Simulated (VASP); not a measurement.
# Zr3N2 (R-3c) in VASP: a series of runs, part 2 of 2

VASP 6.6.1. Earlier steps stand in the parts before.

## 4. Single point, r2SCAN (13.59 Å³/atom)

This run uses another cell than the first one, of 13.59 Å³/atom.

File POSCAR:

```
Zr3N2
1.0
    2.7659426767      1.5969177490      5.1292574527
   -2.7659426767      1.5969177490      5.1292574527
    0.0000000000     -3.1938354979      5.1292574527
Zr N
6 4
Direct
    0.4231596291      0.0768403709      0.7500000000
    0.0768403709      0.7500000000      0.4231596291
    0.7500000000      0.4231596291      0.0768403709
    0.2500000000      0.5768403709      0.9231596291
    0.9231596291      0.2500000000      0.5768403709
    0.5768403709      0.9231596291      0.2500000000
    0.3383224567      0.3383224567      0.3383224567
    0.1616775433      0.1616775433      0.1616775433
    0.8383224567      0.8383224567      0.8383224567
    0.6616775433      0.6616775433      0.6616775433
```

File INCAR.step1:

```
ALGO     = Normal         # electronic algorithm
EDIFF    = 1E-4           # SCF threshold, eV
ENCUT    = 520            # plane-wave cutoff, eV
GGA      = PE             # functional
ISMEAR   = 0              # smearing method
LASPH    = True           # aspherical terms in the spheres
LCHARG   = False          # write CHGCAR
LREAL    = False          # projectors in reciprocal space
LUSENCCL = False        
LWAVE    = True           # write WAVECAR
NBANDS   = 57             # bands
NELM     = 100            # most SCF steps
PREC     = Accurate       # precision mode
SIGMA    = 0.1            # smearing width, eV
```

File INCAR.step2:

```
ALGO     = Normal         # electronic algorithm
EDIFF    = 1E-6           # SCF threshold, eV
ENCUT    = 520            # plane-wave cutoff, eV
ISIF     = 2              # what is computed and relaxed
ISMEAR   = 0              # smearing method
ISTART   = 1            
LASPH    = True           # aspherical terms in the spheres
LCHARG   = False          # write CHGCAR
LMIXTAU  = True         
LREAL    = False          # projectors in reciprocal space
LUSENCCL = False        
LWAVE    = False          # write WAVECAR
METAGGA  = R2SCAN         # meta-GGA
NBANDS   = 57             # bands
NELM     = 100            # most SCF steps
PREC     = Accurate       # precision mode
SIGMA    = 0.1            # smearing width, eV
```

File KPOINTS:

```
k-points
0
Gamma
  12 12 12
```

Launch:

```
> cat potpaw_PBE.64/Zr_sv/POTCAR potpaw_PBE.64/N/POTCAR > POTCAR
> cp INCAR.step1 INCAR
> mpirun -np 1 vasp_std > vasp.out
> cp INCAR.step2 INCAR
> mpirun -np 1 vasp_std > vasp.out
```

Run time: 26 min. Hardware: 1 × NVIDIA H100 80GB with 1 thread of AMD EPYC 7R13 (Zen 3), shared host; peak memory 2.1 GiB.

It converged, with:

```yaml
Free_energy: -188.7906 eV
Pressure: 14.7 GPa
Largest_force: 0.007 eV/Å
Band_gap_on_the_k_mesh: zero (bands 46 and 47 overlap by 0.74 eV)
```

Forces on the atoms (eV/Å):
```
Zr  -0.007  0.000  0.000
Zr   0.004  0.006  0.000
Zr   0.004 -0.006  0.000
Zr  -0.004  0.006  0.000
Zr  -0.004 -0.006  0.000
Zr   0.007  0.000  0.000
N    0.000  0.000 -0.005
N    0.000  0.000  0.005
N    0.000  0.000 -0.005
N    0.000  0.000  0.005
```

Levels at points of the mesh, in eV from the Fermi level:
```tsv
k point	band 44	band 45	band 46	band 47	band 48	band 49
(0.00, 0.00, 0.00)	-0.05	0.13	0.13	0.86	0.90	0.90
(0.50, 0.00, 0.00)	-1.28	-0.16	-0.16	0.52	0.52	2.14
(0.50, 0.50, 0.00)	-0.87	-0.84	-0.53	-0.39	1.40	1.58
(0.50, 0.50, 0.50)	-0.60	-0.60	-0.60	1.13	1.13	2.26
```

Caveat: the cell stands under pressure; the PAW data sets were made with another functional, which shifts forces and pressure a little.

## 5. Single point, r2SCAN (14.03 Å³/atom)

This run uses another cell than the first one, of 14.03 Å³/atom.

File POSCAR:

```
Zr3N2
1.0
    2.7950724157      1.6137358116      5.1832075656
   -2.7950724157      1.6137358116      5.1832075656
    0.0000000000     -3.2274716233      5.1832075656
Zr N
6 4
Direct
    0.4239926520      0.0760073480      0.7500000000
    0.0760073480      0.7500000000      0.4239926520
    0.7500000000      0.4239926520      0.0760073480
    0.2500000000      0.5760073480      0.9239926520
    0.9239926520      0.2500000000      0.5760073480
    0.5760073480      0.9239926520      0.2500000000
    0.3384342320      0.3384342320      0.3384342320
    0.1615657680      0.1615657680      0.1615657680
    0.8384342320      0.8384342320      0.8384342320
    0.6615657680      0.6615657680      0.6615657680
```

File INCAR.step1:

```
SYSTEM = Zr3N2
  PREC = Accurate
  ENCUT = 520
  ISMEAR = 0
  SIGMA = 0.1
  LREAL = .FALSE.
  LASPH = .TRUE.
  NELM = 60
  NBANDS = 57
  GGA = PE
  ALGO = Normal
  EDIFF = 1E-4
  LWAVE = .TRUE.
  LCHARG = .FALSE.
  LUSENCCL = .FALSE.
```

File INCAR.step2:

```
SYSTEM = Zr3N2
  PREC = Accurate
  ENCUT = 520
  EDIFF = 1E-6
  ISMEAR = 0
  SIGMA = 0.1
  LREAL = .FALSE.
  LASPH = .TRUE.
  NELM = 60
  ALGO = Normal
  ISIF = 2
  LWAVE = .FALSE.
  LCHARG = .FALSE.
  METAGGA = R2SCAN
  LMIXTAU = .TRUE.
  NBANDS = 57
  ISTART = 1
  LUSENCCL = .FALSE.
```

File KPOINTS:

```
Automatic mesh
0
G
  12 12 12
  0 0 0
```

Launch:

```
> cat potpaw_PBE.64/Zr_sv/POTCAR potpaw_PBE.64/N/POTCAR > POTCAR
> cp INCAR.step1 INCAR
> mpirun -np 1 vasp_std > vasp.out
> cp INCAR.step2 INCAR
> mpirun -np 1 vasp_std > vasp.out
```

Wall time 25 min (1 × NVIDIA H100 80GB with 1 thread of AMD EPYC 7R13 (Zen 3), shared host); peak memory 2.1 GiB.

Results (log left out):

| Quantity | Value |
| --- | --- |
| Free energy | -189.0835 eV |
| Pressure | 6.9 GPa |
| Largest force | 0.007 eV/Å |
| Band gap on the k mesh | zero (bands 46 and 47 overlap by 0.69 eV) |

Forces in eV/Å, atoms in the order of the input:
```
Zr  -0.007  0.000  0.000
Zr   0.003  0.006  0.000
Zr   0.003 -0.006  0.000
Zr  -0.003  0.006  0.000
Zr  -0.003 -0.006  0.000
Zr   0.007  0.000  0.000
N    0.000  0.000 -0.004
N    0.000  0.000  0.004
N    0.000  0.000 -0.004
N    0.000  0.000  0.004
```

Levels at points of the mesh, in eV from the Fermi level:
```tsv
k point	band 43	band 44	band 45	band 46	band 47	band 48	band 49	band 50
(0.00, 0.00, 0.00)	-0.31	-0.08	0.13	0.13	0.85	0.90	0.90	0.92
(0.50, 0.00, 0.00)	-1.23	-1.23	-0.15	-0.15	0.50	0.50	2.09	2.09
(0.50, 0.50, 0.00)	-0.91	-0.88	-0.82	-0.51	-0.36	1.35	1.55	1.64
(0.50, 0.50, 0.50)	-0.59	-0.59	-0.59	-0.59	1.11	1.11	2.20	2.20
```

Caveat: the cell stands under pressure; the PAW data sets were made with another functional, which shifts forces and pressure a little.

## 6. Summary

| cell | k mesh | gap on the mesh (eV) | pressure (GPa) | largest force (eV/Å) |
| --- | --- | --- | --- | --- |
| a = 6.169 Å, angles 54.5°, 10 atoms, atomic positions A | 6 × 6 × 6 | none | 0.0 | 0.01 |
| a = 5.977 Å, angles 54.5°, 10 atoms, atomic positions B | 12 × 12 × 12 | none | 23.8 | 0.01 |
| a = 6.042 Å, angles 54.5°, 10 atoms, atomic positions A | 12 × 12 × 12 | none | 14.7 | 0.01 |
| a = 6.106 Å, angles 54.5°, 10 atoms, atomic positions A | 12 × 12 × 12 | none | 6.9 | 0.01 |

Alike in all rows: task single point; level r2SCAN; potentials or basis VASP PAW PBE potentials, release 64 (Zr_sv, N); no spin polarisation; cutoff (eV) 520; smearing gaussian 0.1 eV.

Caveats: the PAW data sets were made with another functional, which shifts forces and pressure a little; the cell stands under pressure (at least some runs).

Total energies depend on the potentials used, so only differences within one code and one set of settings carry meaning.
